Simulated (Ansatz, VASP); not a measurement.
## AlN: VASP beside Ansatz

The input INCAR:

```
ALGO     = Normal         # electronic algorithm
EDIFF    = 1E-6           # SCF threshold, eV
ENCUT    = 600            # plane-wave cutoff, eV
GGA      = PE             # functional
GGA_COMPAT= F            
ISIF     = 2              # what is computed and relaxed
ISMEAR   = 0              # smearing method
LASPH    = T              # aspherical terms in the spheres
LCHARG   = F              # write CHGCAR
LREAL    = F              # projectors in reciprocal space
LWAVE    = F              # write WAVECAR
NBANDS   = 16             # bands
NELM     = 120            # most SCF steps
PREC     = Accurate       # precision mode
SIGMA    = 0.01           # smearing width, eV
```

KPOINTS

```
k-points
0
Gamma
  12 12 4
```

POSCAR

```
AlN
1.0
    3.1130000000      0.0000000000      0.0000000000
   -1.5565000000      2.6959370000      0.0000000000
    0.0000000000      0.0000000000      4.9810000000
Al N
2 2
Direct
    0.3333333333      0.6666666667      0.0000000000
    0.6666666667      0.3333333333      0.5000000000
    0.3333333333      0.6666666667      0.3800000000
    0.6666666667      0.3333333333      0.8599237101
```

Input for Ansatz:

```yaml
crystal:
  lattice:
    - [3.113, 0.0, 0.0]
    - [-1.5565, 2.695937, 0.0]
    - [0.0, 0.0, 4.981]
  atoms:
    - { symbol: Al, position: [0.3333333333333333, 0.6666666666666666, 0.0] }
    - { symbol: Al, position: [0.6666666666666666, 0.3333333333333333, 0.5] }
    - { symbol: "N", position: [0.3333333333333333, 0.6666666666666666, 0.38] }
    - { symbol: "N", position: [0.6666666666666666, 0.3333333333333333, 0.8599237100983739] }
basis:
  ecutwfc: 450.0
kpoints:
  mp_grid:
    grid: [12, 12, 4]
hamiltonian:
  xc: pbe
scf:
  max_iter: 70
  occupations:
    method: fixed
output:
  forces: true
```

Alike in both runs: task single point; functional PBE; k mesh 12 × 12 × 4; no spin polarisation.

|  | VASP | Ansatz |
| --- | --- | --- |
| version | VASP 6.6.1 | Ansatz 0.2.0 |
| potentials or method | VASP PAW PBE potentials, release 64 (Al, N), cutoff 600 eV | plane waves, PAW |
| occupations | gaussian, width 0.01 eV | fixed |
| valence electrons in the cell | 16 | 16 |

Ansatz gave:

* rms of the force components (eV/Å): 0.865

Question: What did VASP give for the same quantities?

Answer: rms of the force components (eV/Å): 0.869.

Atom by atom the forces differ by 0.004 eV/Å (rms over components).
